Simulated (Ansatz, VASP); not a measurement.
**ZnS in VASP and in Ansatz**

```
CELL_PARAMETERS angstrom
0.00000 2.66408 2.74522
2.66408 0.00000 2.74522
2.66408 2.66408 0.00000
ATOMIC_POSITIONS crystal
Zn 0.00000 0.00000 0.00000
S 0.75000 0.75000 0.75000
```

Change from the starting cell: strain -0.015 along x and y, +0.015 along z, atoms carried along.

Alike in both runs: task single point; functional r2SCAN; k mesh 8 × 8 × 8; occupations gaussian, width 0.05 eV; no spin polarisation.

|  | VASP | Ansatz |
| --- | --- | --- |
| version | VASP 6.6.1 | Ansatz 0.2.0 |
| potentials or method | VASP PAW PBE potentials, release 64 (Zn, S), cutoff 520 eV | scalar-relativistic, plane waves, PAW |
| valence electrons in the cell | 18 | 18 |

|  | VASP | Ansatz | Ansatz less VASP |
| --- | --- | --- | --- |
| gap on the k mesh at the Fermi level (eV) | 2.69 | 2.68 | -0.011 |
| least direct gap on the mesh (eV) | 2.69 | 2.68 | -0.011 |
| pressure (GPa) | 0.3 | 0.3 | -0.03 |
| traceless stress, the component that is largest in VASP (GPa) | -0.88 | -0.92 | -0.040 |

VASP's potentials were made for PBE, not for r2SCAN.
